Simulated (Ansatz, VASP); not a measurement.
**One calculation of AlCu3, two programs**

The input POSCAR:

```
AlCu3
1.0
    0.0000000000      2.9192938846      2.9192938846
    2.9192938846      0.0000000000      2.9192938846
    2.9192938846      2.9192938846      0.0000000000
Al Cu
1 3
Direct
    0.0000000000      0.0000000000      0.0000000000
    0.5000000000      0.5000000000      0.5000000000
    0.2500000000      0.2500000000      0.2500000000
    0.7500000000      0.7500000000      0.7500000000
```

INCAR.step1

```
  PREC = Accurate
  ENCUT = 520
  ISMEAR = 0
  SIGMA = 0.1
  LREAL = False
  LASPH = True
  NELM = 100
  NBANDS = 26
  GGA = PE
  ALGO = Normal
  EDIFF = 1E-4
  LWAVE = True
  LCHARG = False
```

INCAR.step2

```
  PREC = Accurate
  ENCUT = 520
  EDIFF = 1E-6
  ISMEAR = 0
  SIGMA = 0.1
  LREAL = False
  LASPH = True
  NELM = 100
  ALGO = Normal
  ISIF = 2
  LWAVE = False
  LCHARG = False
  METAGGA = R2SCAN
  LMIXTAU = True
  NBANDS = 26
  ISTART = 1
```

The input KPOINTS:

```
Automatic mesh
0
Gamma
  12 12 12
```

Input for Ansatz:

```yaml
crystal:
  lattice:
    - [0.0, 2.9192938821, 2.9192938821]
    - [2.9192938821, 0.0, 2.9192938821]
    - [2.9192938821, 2.9192938821, 0.0]
  atoms:
    - { symbol: Al, position: [0.0, 0.0, 0.0] }
    - { symbol: Cu, position: [0.5, 0.5, 0.5] }
    - { symbol: Cu, position: [0.25, 0.25, 0.25] }
    - { symbol: Cu, position: [0.75, 0.75, 0.75] }
basis:
  ecutwfc: 500
kpoints:
  mp_grid: { grid: [12, 12, 12] }
hamiltonian:
  xc: r2scan
scf:
  occupations: { method: gaussian, width: 0.1 }
output:
  forces: true
  stress: true
  eigenvalues: true
```

Alike in both runs: task single point; functional r2SCAN; k mesh 12 × 12 × 12; occupations gaussian, width 0.1 eV; no spin polarisation.

|  | VASP | Ansatz |
| --- | --- | --- |
| version | VASP 6.6.1 | Ansatz 0.2.0 |
| potentials or method | VASP PAW PBE potentials, release 64 (Al, Cu), cutoff 520 eV | scalar-relativistic, plane waves, PAW |
| valence electrons in the cell | 36 | 60 |

```tsv
	VASP	Ansatz	Ansatz less VASP
gap on the k mesh at the Fermi level (eV)	none	none	-
pressure (GPa)	-3.9	-4.2	-0.26
```

VASP's potentials were made for PBE, not for r2SCAN. A gap of «none» marks a metal or a gap that the smearing closes. With one functional, cell and mesh, what is left measures potentials, basis and numerics. VASP's potentials hold 36 valence electrons a cell and Ansatz's 60, so a difference there can come from the potentials and not from the codes.
